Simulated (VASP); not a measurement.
# Al6N (P3m1) in VASP: a series of runs

The runs below take Al6N through single point, with PBE.

Program: VASP 6.6.1. These are calculated values, not measurements. Logs are shortened: lines on timing, memory, paths and dates and some standing lists are left out, and cuts for length are marked.

## (1) The cell of the first run

Symmetry: P3m1, No. 156, trigonal system. The conventional cell has a = 2.856 Å, b = 2.856 Å, c = 26.789 Å, α = 90.00°, β = 90.00°, γ = 120.00°. Within 3.6 Å of Al (site symmetry 3m) lie 12 Al at 2.71 to 2.86 Å. Al (site symmetry 3m) has 12 Al at 2.71 to 2.86 Å within 3.6 Å. Al (site symmetry 3m) has 12 Al at 2.72 to 2.86 Å within 3.6 Å. Within 3.6 Å of Al (site symmetry 3m) lie 12 Al at 2.71 to 2.86 Å. Al (site symmetry 3m) has 4 N at 1.80 to 1.83 Å within 2.4 Å. Al (site symmetry 3m) has 3 N at 1.82 Å within 2.4 Å. Al (site symmetry 3m) has 1 N at 1.84 Å within 2.4 Å. Al (site symmetry 3m) has 12 Al at 2.70 to 2.86 Å and 3 N at 3.47 Å within 3.6 Å.

## (2) Single point, PBE (13.51 Å³/atom)

File INCAR:

```
SYSTEM = Al6N
ALGO = Normal ; EDIFF = 1E-7
ENCUT = 520 ; GGA = PE
ISIF = 2 ; ISMEAR = 0
LASPH = .TRUE. ; LCHARG = .FALSE.
LREAL = .FALSE. ; LWAVE = .FALSE.
NBANDS = 36 ; NELM = 100
PREC = Accurate ; SIGMA = 0.1
```

File KPOINTS:

```
k-points
0
G
  12 12 2
  0 0 0
```

File POSCAR:

```
Al6N
1.0
    2.8557589782      0.0000000000      0.0000000000
   -1.4278794891      2.4731598222      0.0000000000
    0.0000000000      0.0000000000     26.7893825383
Al N
12 2
Direct
    0.6666666667      0.3333333333      0.6751166651
    0.0000000000      0.0000000000      0.7552313490
    0.3333333333      0.6666666667      0.8358487770
    0.3333333333      0.6666666667      0.5945359178
    0.3333333333      0.6666666667      0.0910653721
    0.6666666667      0.3333333333      0.1881020566
    0.0000000000      0.0000000000     -0.0047645944
    0.0000000000      0.0000000000      0.2731290580
    0.6666666667      0.3333333333      0.9165230601
    0.6666666667      0.3333333333      0.4332875864
    0.0000000000      0.0000000000      0.5141334389
    0.3333333333      0.6666666667      0.3527471249
    0.0000000000      0.0000000000      0.0640017759
    0.3333333333      0.6666666667      0.1593424124
```

Potentials or basis: VASP PAW PBE potentials, release 64 (Al, N).

Command:

```bash
$ cat potpaw_PBE.64/Al/POTCAR potpaw_PBE.64/N/POTCAR > POTCAR
$ mpirun -np 1 vasp_std > vasp.out
```

OUTCAR:

```text
SYSTEM = Al6N
   EDIFF = 1E-7
   ENCUT = 520
   GGA = PE
   ISIF = 2
   ISMEAR = 0
   LASPH = .TRUE.
   LREAL = .FALSE.
   NELM = 100
   PREC = Accurate

 ion  position               nearest neighbor table
   1  0.667  0.333  0.675-   2 2.71   2 2.71   2 2.71   4 2.72   4 2.72   4 2.72
   2  0.000  0.000  0.755-   1 2.71   1 2.71   1 2.71   3 2.72   3 2.72   3 2.72
   3  0.333  0.667  0.836-   2 2.72   2 2.72   2 2.72   9 2.72   9 2.72   9 2.72
   4  0.333  0.667  0.595-  11 2.71  11 2.71  11 2.71   1 2.72   1 2.72   1 2.72
   5  0.333  0.667  0.091-  13 1.80  13 1.80  13 1.80  14 1.83   7 3.05   7 3.05   7 3.05   6 3.08
                             6 3.08   6 3.08
   6  0.667  0.333  0.188-  14 1.82  14 1.82  14 1.82   8 2.81   8 2.81   8 2.81   5 3.08   5 3.08
                             5 3.08
   7  0.000  0.000  0.995-  13 1.84   9 2.68   9 2.68   9 2.68   5 3.05   5 3.05   5 3.05
   8  0.000  0.000  0.273-  12 2.70  12 2.70  12 2.70   6 2.81   6 2.81   6 2.81
   9  0.667  0.333  0.917-   7 2.68   7 2.68   7 2.68   3 2.72   3 2.72   3 2.72
  10  0.667  0.333  0.433-  12 2.72  12 2.72  12 2.72  11 2.72  11 2.72  11 2.72
  11  0.000  0.000  0.514-   4 2.71   4 2.71   4 2.71  10 2.72  10 2.72  10 2.72
  12  0.333  0.667  0.353-   8 2.70   8 2.70   8 2.70  10 2.72  10 2.72  10 2.72
  13  0.000  0.000  0.064-   5 1.80   5 1.80   5 1.80   7 1.84
  14  0.333  0.667  0.159-   6 1.82   6 1.82   6 1.82   5 1.83

  LATTYP: Found a hexagonal cell.
 ALAT       =     2.8557589782
 C/A-ratio  =     9.3808275638

  Lattice vectors:

 A1 = (   2.8557589782,   0.0000000000,   0.0000000000)
 A2 = (  -1.4278794891,   2.4731598222,   0.0000000000)
 A3 = (   0.0000000000,   0.0000000000,  26.7893825383)

Analysis of symmetry for initial positions (statically):
=====================================================================
 Subroutine PRICEL returns:
 Original cell was already a primitive cell.

 Routine SETGRP: Setting up the symmetry group for a
 hexagonal supercell.

 Subroutine GETGRP returns: Found  6 space group operations
 (whereof  6 operations were pure point group operations)
 out of a pool of 24 trial point group operations.

The static configuration has the point symmetry C_3v.

Analysis of symmetry for dynamics (positions and initial velocities):
=====================================================================
 Subroutine PRICEL returns:
 Original cell was already a primitive cell.

 Routine SETGRP: Setting up the symmetry group for a
 hexagonal supercell.

 Subroutine GETGRP returns: Found  6 space group operations
 (whereof  6 operations were pure point group operations)
 out of a pool of 24 trial point group operations.

The dynamic configuration has the point symmetry C_3v.

 Subroutine INISYM returns: Found  6 space group operations
 (whereof  6 operations are pure point group operations),
 and found     1 'primitive' translations

----------------------------------------------------------------------------------------

                                     Primitive cell

  volume of cell :     189.2067

  direct lattice vectors                    reciprocal lattice vectors
     2.855758978  0.000000000  0.000000000     0.350169607  0.202170517  0.000000000
    -1.427879489  2.473159822  0.000000000     0.000000000  0.404341034  0.000000000
     0.000000000  0.000000000 26.789382538     0.000000000  0.000000000  0.037328221

  length of vectors
     2.855758978  2.855758978 26.789382538     0.404341034  0.404341034  0.037328221

  position of ions in fractional coordinates (direct lattice)
     0.666666667  0.333333333  0.675116665
     0.000000000  0.000000000  0.755231349
     0.333333333  0.666666667  0.835848777
     0.333333333  0.666666667  0.594535918
     0.333333333  0.666666667  0.091065372
     0.666666667  0.333333333  0.188102057
     0.000000000  0.000000000  0.995235406
     0.000000000  0.000000000  0.273129058
     0.666666667  0.333333333  0.916523060
     0.666666667  0.333333333  0.433287586
     0.000000000  0.000000000  0.514133439
     0.333333333  0.666666667  0.352747125
     0.000000000  0.000000000  0.064001776
     0.333333333  0.666666667  0.159342412

  ion indices of the primitive-cell ions
   primitive index   ion index
                 1           1
                 2           2
                 3           3
                 4           4
                 5           5
                 6           6
                 7           7
                 8           8
                 9           9
                10          10
                11          11
                12          12
                13          13
                14          14

----------------------------------------------------------------------------------------

 KPOINTS: k-points

Automatic generation of k-mesh.
 Grid dimensions read from file:
 generate k-points for:   12   12    2

 Generating k-lattice:

  Cartesian coordinates                     Fractional coordinates (reciprocal lattice)
     0.029180801  0.016847543  0.000000000     0.083333333  0.000000000  0.000000000
     0.000000000  0.033695086  0.000000000     0.000000000  0.083333333  0.000000000
     0.000000000  0.000000000  0.018664111     0.000000000  0.000000000  0.500000000

  Length of vectors
     0.033695086  0.033695086  0.018664111

  Shift w.r.t. Gamma in fractional coordinates (k-lattice)
     0.000000000  0.000000000  0.000000000

 Subroutine IBZKPT returns following result:
 ===========================================

 Found     38 irreducible k-points:

 Following reciprocal coordinates:
            Coordinates               Weight
  0.000000  0.000000  0.000000      1.000000
  0.083333 -0.000000  0.000000      6.000000
  0.166667  0.000000  0.000000      6.000000
  0.250000  0.000000  0.000000      6.000000
  0.333333  0.000000  0.000000      6.000000
  0.416667 -0.000000  0.000000      6.000000
[... 16 lines left out ...]
  0.250000  0.000000  0.500000      6.000000
  0.333333  0.000000  0.500000      6.000000
 [... further k-points ...]
   k-points           NKPTS =     38   k-points in BZ     NKDIM =     38   number of bands    NBANDS=     36
   number of dos      NEDOS =    301   number of ions     NIONS =     14
   total plane-waves  NPLWV = 115200
   dimension x,y,z NGX =    24 NGY =   24 NGZ =  200
   dimension x,y,z NGXF=    48 NGYF=   48 NGZF=  400
   ions per type =              12   2
   NGX,Y,Z   is equivalent  to a cutoff of  13.97, 13.97, 12.41 a.u.
   NGXF,Y,Z  is equivalent  to a cutoff of  27.94, 27.94, 24.82 a.u.
 SYSTEM =  Al6N
   PREC   = accura    normal or accurate (medium, high low for compatibility)
   ISTART =      0    job   : 0-new  1-cont  2-samecut
   ICHARG =      2    charge: 1-file 2-atom 10-const
   ISPIN  =      1    spin polarized calculation?
   LNONCOLLINEAR =      F non collinear calculations
   LSORBIT =      F    spin-orbit coupling
   LASPH  =      T    aspherical Exc in radial PAW
   ENCUT  =  520.0 eV  38.22 Ry    6.18 a.u.   5.31  5.31 49.81*2*pi/ulx,y,z
   NELM   =    100;   NELMIN=  2; NELMDL= -5     # of ELM steps
   EDIFF  = 0.1E-06   stopping-criterion for ELM
   LREAL  =      F    real-space projection
   EDIFFG = 0.1E-05   stopping-criterion for IOM
   NSW    =      0    number of steps for IOM
   IBRION =     -1    ionic relax: 0-MD 1-quasi-New 2-CG
   NFREE  =      0    steps in history (QN), initial steepest desc. (CG)
   ISIF   =      2    stress and relaxation
   ISYM   =      2    0-nonsym 1-usesym 2-fastsym
   POTIM  = 0.5000    time-step for ionic-motion
   TEBEG  =    0.0;   TEEND  =   0.0 temperature during run
   PSTRESS=    0.0 pullay stress
   NELECT =      46.0000    total number of electrons
   NUPDOWN=      -1.0000    fix difference up-down
   EMIN   =  10.00;   EMAX   =-10.00  energy-range for DOS
   EFERMI =   0.00;   METHOD = LEGACY
   ISMEAR =     0;   SIGMA  =   0.10  broadening in eV -4-tet -1-fermi 0-gaus
   EFERMI_NEDOS =   21; number of points for ismear=-14 and -15
   IALGO  =     38    algorithm
   IMIX   =      4    mixing-type and parameters
     AMIX     =   0.40;   BMIX     =  1.00
     AMIX_MAG =   1.60;   BMIX_MAG =  1.00
  volume/ion in A,a.u.               =      13.51        91.20
  Fermi-wavevector in a.u.,A,eV,Ry     =   1.021759  1.930845 14.204376  1.043992
  Thomas-Fermi vector in A             =   2.155402
   LORBIT       =      0    0 simple, 1 ext, 2 COOP (PROOUT), +10 PAW based schemes
   GGA     = PE    functional components
   LHFCALC =     F    Hartree Fock is set to
   AEXX    =    0.0000 exact exchange contribution
   IVDW    =     0    specifies the selected vdW correction
   LEPSILON=     F    determine dielectric tensor
   LRPA    =     F    only Hartree local field effects (RPA)
 non-spin polarized calculation
 Gauss-broadening in eV      SIGMA  =   0.10
  energy-cutoff  :      520.00
  volume of cell :      189.21
 maximum number of plane-waves:      5140
 NGX is ok and might be reduce to    24
   NGX = 11   NGY = 11   NGZ = 99

 number of electron      45.9999997 magnetization

 Free energy of the ion-electron system (eV)
  ---------------------------------------------------
  ext. energy  EPLUGINS =         0.00000000
  ---------------------------------------------------
  free energy    TOTEN  =       -64.80934512 eV

  energy without entropy =      -64.78354750  energy(sigma->0) =      -64.79644631

 E-fermi :   8.9481     XC(G=0): -10.6869

 val. band max:        8.9460001985   @ k =   0.1667   0.1667   0.0000
 cond. band min:       8.9503996839   @ k =   0.3333   0.0000   0.0000
 fundamental gap:      0.0043994854
 Fermi energy:         8.9481424155

 k-point     1 :       0.0000    0.0000    0.0000
  band No.  band energies     occupation
      1      -8.6201      2.00000
      2      -7.5848      2.00000
      3      -2.6976      2.00000
      4      -2.4877      2.00000
      5      -2.1888      2.00000
      6      -1.6717      2.00000
[... 27 lines left out ...]
     34      19.2923      0.00000
     35      19.2951      0.00000

 k-point     2 :       0.0833   -0.0000    0.0000
  band No.  band energies     occupation
      1      -8.5098      2.00000
      2      -7.4879      2.00000
      3      -2.5299      2.00000
      4      -2.3207      2.00000
      5      -2.0225      2.00000
      6      -1.5071      2.00000
[... 27 lines left out ...]
     34      17.7733      0.00000
     35      18.0048      0.00000

 k-point     3 :       0.1667    0.0000    0.0000
  band No.  band energies     occupation
      1      -8.1884      2.00000
      2      -7.2094      2.00000
      3      -2.0281      2.00000
      4      -1.8210      2.00000
      5      -1.5251      2.00000
      6      -1.0153      2.00000
[... 27 lines left out ...]
     34      16.4090      0.00000
     35      16.4513      0.00000
[... 723 lines left out ...]
 k-point    23 :       0.2500    0.0000    0.5000
  band No.  band energies     occupation
      1      -7.6896      2.00000
      2      -6.7918      2.00000
      3      -1.1924      2.00000
      4      -1.0078      2.00000
      5      -0.6666      2.00000
      6      -0.2737      2.00000
[... 27 lines left out ...]
     34      15.2833      0.00000
     35      15.4403      0.00000

 k-point    24 :       0.3333    0.0000    0.5000
  band No.  band energies     occupation
      1      -7.0855      2.00000
      2      -6.3230      2.00000
      3      -0.0376      2.00000
      4       0.1426      2.00000
      5       0.4612      2.00000
      6       0.8500      2.00000
[... 27 lines left out ...]
     34      14.2762      0.00000
     35      14.5706      0.00000

 [... further k-points ...]

 [bands above 35 left out]

------------------------ aborting loop because EDIFF is reached ----------------------------------------

  FORCE on cell =-STRESS in cart. coord.  units (eV):
  Direction    XX          YY          ZZ          XY          YZ          ZX
  --------------------------------------------------------------------------------------
  -------------------------------------------------------------------------------------
  Total       17.3207153     17.3207153     17.1712078     -0.0000000      0.0000000      0.0000000
  in kB      146.6695528    146.6695528    145.4035432     -0.0000000      0.0000000      0.0000000
  external PRESSURE =     146.2475496 kB  Pullay stress =       0.0000000 kB

 VOLUME and BASIS-vectors are now :
 -----------------------------------------------------------------------------
  energy-cutoff  :      520.00
  volume of cell :      189.21
      direct lattice vectors                 reciprocal lattice vectors
     2.855758978  0.000000000  0.000000000     0.350169607  0.202170517  0.000000000
    -1.427879489  2.473159822  0.000000000     0.000000000  0.404341034  0.000000000
     0.000000000  0.000000000 26.789382538     0.000000000  0.000000000  0.037328221

 POSITION                                       TOTAL-FORCE (eV/Angst)
 -----------------------------------------------------------------------------------
      1.42788      0.82439     18.08596        -0.000000      0.000000     -0.000190
      0.00000      0.00000     20.23218        -0.000000      0.000000     -0.000854
     -0.00000      1.64877     22.39187        -0.000000      0.000000     -0.000734
     -0.00000      1.64877     15.92725        -0.000000      0.000000      0.000697
     -0.00000      1.64877      2.43959        -0.000000     -0.000000      0.013237
      1.42788      0.82439      5.03914        -0.000000      0.000000     -0.005935
      0.00000      0.00000     26.66174        -0.000000      0.000000      0.007428
      0.00000      0.00000      7.31696        -0.000000      0.000000     -0.008679
      1.42788      0.82439     24.55309        -0.000000      0.000000      0.002917
      1.42788      0.82439     11.60751        -0.000000      0.000000     -0.000726
      0.00000      0.00000     13.77332        -0.000000      0.000000      0.000886
     -0.00000      1.64877      9.44988        -0.000000      0.000000     -0.002192
      0.00000      0.00000      1.71457        -0.000000      0.000000     -0.005917
     -0.00000      1.64877      4.26868         0.000000     -0.000000      0.000061
 -----------------------------------------------------------------------------------
    total drift:                                0.000000      0.000000     -0.000113

  FREE ENERGIE OF THE ION-ELECTRON SYSTEM (eV)
  ---------------------------------------------------
  free  energy   TOTEN  =       -64.8093451193 eV

  energy  without entropy=      -64.7835474995  energy(sigma->0) =      -64.79644631
```

Wall time 14 min (1 thread of Intel Xeon 8259CL, shared host); peak memory 0.43 GiB.

What came out:

| Item | Value |
| --- | --- |
| Free energy | -64.8093 eV |
| Pressure | 14.6 GPa |
| Largest force | 0.013 eV/Å |
| Band gap on the k mesh | zero (bands 23 and 24 overlap by 5.42 eV) |

Forces on the atoms (eV/Å):
```
Al   0.000  0.000  0.000
Al   0.000  0.000 -0.001
Al   0.000  0.000 -0.001
Al   0.000  0.000  0.001
Al   0.000  0.000  0.013
Al   0.000  0.000 -0.006
Al   0.000  0.000  0.007
Al   0.000  0.000 -0.009
Al   0.000  0.000  0.003
Al   0.000  0.000 -0.001
Al   0.000  0.000  0.001
Al   0.000  0.000 -0.002
N    0.000  0.000 -0.006
N    0.000  0.000  0.000
```

Stress tensor (GPa, compression positive):
```
14.67  0.00  0.00
 0.00 14.67  0.00
 0.00  0.00 14.54
```

Caveat: the cell stands under pressure.

## (3) Single point, PBE (13.98 Å³/atom)

This run uses another cell than the first one, of 13.98 Å³/atom.

File INCAR:

```
SYSTEM = Al6N
ALGO = Normal
EDIFF = 1E-7
ENCUT = 520
GGA = PE
ISIF = 2
ISMEAR = 0
LASPH = .TRUE.
LCHARG = .FALSE.
LREAL = .FALSE.
LWAVE = .FALSE.
NBANDS = 36
NELM = 60
PREC = Accurate
SIGMA = 0.1
```

KPOINTS is that of step 2.

File POSCAR:

```
Al6N
1.0
    2.8899721962      0.0000000000      0.0000000000
   -1.4449860981      2.5027893382      0.0000000000
    0.0000000000      0.0000000000     27.0506183188
Al N
12 2
Direct
    0.6666666667      0.3333333333      0.6752610639
    0.0000000000      0.0000000000      0.7554822456
    0.3333333333      0.6666666667      0.8362685521
    0.3333333333      0.6666666667      0.5945345136
    0.3333333333      0.6666666667      0.0909631658
    0.6666666667      0.3333333333      0.1872140273
    0.0000000000      0.0000000000     -0.0040784867
    0.0000000000      0.0000000000      0.2726267699
    0.6666666667      0.3333333333      0.9171098996
    0.6666666667      0.3333333333      0.4329513246
    0.0000000000      0.0000000000      0.5139643741
    0.3333333333      0.6666666667      0.3522639031
    0.0000000000      0.0000000000      0.0645945369
    0.3333333333      0.6666666667      0.1591441100
```

Potentials or basis: VASP PAW PBE potentials, release 64 (Al, N).

Command:

```bash
$ cat potpaw_PBE.64/Al/POTCAR potpaw_PBE.64/N/POTCAR > POTCAR
$ mpirun -np 1 vasp_std > vasp.out
```

Run time: 14 min. Hardware: 1 thread of Intel Xeon 8259CL, shared host; peak memory 0.45 GiB.

It converged, with:

```yaml
Free_energy: -65.3046 eV
Pressure: 10.0 GPa
Largest_force: 0.012 eV/Å
Band_gap_on_the_k_mesh: zero (bands 23 and 24 overlap by 5.31 eV)
```

Forces on the atoms (eV/Å):
```
Al   0.000  0.000  0.000
Al   0.000  0.000  0.000
Al   0.000  0.000 -0.001
Al   0.000  0.000  0.000
Al   0.000  0.000  0.006
Al   0.000  0.000 -0.012
Al   0.000  0.000  0.001
Al   0.000  0.000 -0.002
Al   0.000  0.000  0.003
Al   0.000  0.000 -0.001
Al   0.000  0.000  0.000
Al   0.000  0.000 -0.001
N    0.000  0.000  0.003
N    0.000  0.000  0.003
```

Stress tensor (GPa, compression positive):
```
10.05  0.00  0.00
 0.00 10.05  0.00
 0.00  0.00  9.97
```

Levels at points of the mesh, in eV from the Fermi level:
```
           k point  band 20  band 21  band 22  band 23  band 24  band 25
(0.00, 0.00, 0.00)    -1.17    -0.18     1.72     2.88     4.99     5.35
(0.50, 0.00, 0.00)    -2.77    -2.73    -2.09    -1.43    -1.18    -0.31
(0.00, 0.00, 0.50)    -1.63     0.22     1.33     3.32     4.32     6.16
(0.50, 0.00, 0.50)    -2.73    -2.73    -2.27    -1.27    -1.12    -0.48
```

Caveat: the cell stands under pressure.

[end of part 1 of 2]
